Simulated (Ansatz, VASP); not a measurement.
**Two plane-wave programs on GaN**

The input INCAR:

```
SYSTEM = GaN
  PREC = Accurate
  ENCUT = 600
  EDIFF = 1E-7
  ISMEAR = 0
  SIGMA = 0.1
  LREAL = .False.
  LASPH = .True.
  NELM = 100
  ALGO = Normal
  ISIF = 3
  LWAVE = .False.
  LCHARG = .False.
  GGA = PE
  IBRION = 2
  NSW = 90
  EDIFFG = -0.04
```

KPOINTS

```
Automatic mesh
0
Gamma
  6 6 6
  0 0 0
```

Contents of POSCAR:

```
GaN
1.0
    2.6141298017      0.0000000000      0.0000000000
    0.0000000000      2.6141298017      0.0000000000
    0.0000000000      0.0000000000      3.4263772758
Ga N
1 1
Direct
    0.5000000000      0.5000000000      0.5000000000
    0.0000000000      0.0000000000      0.0000000000
```

Input for Ansatz:

```yaml
crystal:
  lattice:
    - [2.6141298017, 0.0, 0.0]
    - [0.0, 2.6141298017, 0.0]
    - [0.0, 0.0, 3.4263772758]
  atoms:
    - { symbol: Ga, position: [0.5, 0.5, 0.5] }
    - { symbol: "N", position: [0.0, 0.0, 0.0] }
basis:
  ecutwfc: 420
kpoints:
  mp_grid: { grid: [6, 6, 6] }
hamiltonian:
  xc: pbe
scf:
  occupations: { method: gaussian, width: 0.1 }
  lower_state_search: "off"
output:
  forces: true
  stress: true
  eigenvalues: true
relax:
  adjacent_minimum: "off"
  f_tol: 0.04
  max_steps: 70
  cell: { stress_tol: 0.4 }
```

Alike in both runs: task relaxation of cell and atoms; functional PBE; k mesh 6 × 6 × 6; occupations gaussian, width 0.1 eV; no spin polarisation.

```csv
,VASP,Ansatz
version,VASP 6.6.1,Ansatz 0.2.0
potentials or method,"VASP PAW PBE potentials, release 64 (Ga_d, N), cutoff 600 eV","scalar-relativistic, plane waves, PAW"
valence electrons in the cell,18,18
```

|  | VASP | Ansatz | Ansatz less VASP |
| --- | --- | --- | --- |
| gap on the k mesh at the Fermi level, each at its own relaxed structure (eV) | none | none | - |
| relaxed volume (Å³/atom) | 10.34 | 10.31 | -0.026 |
| relaxed cell length with the largest relative difference (Å) | 2.724 | 2.718 | -0.0054 |

A gap of «none» marks a metal or a gap that the smearing closes.

The k mesh is coarse, so the values compare programs but aren't converged.
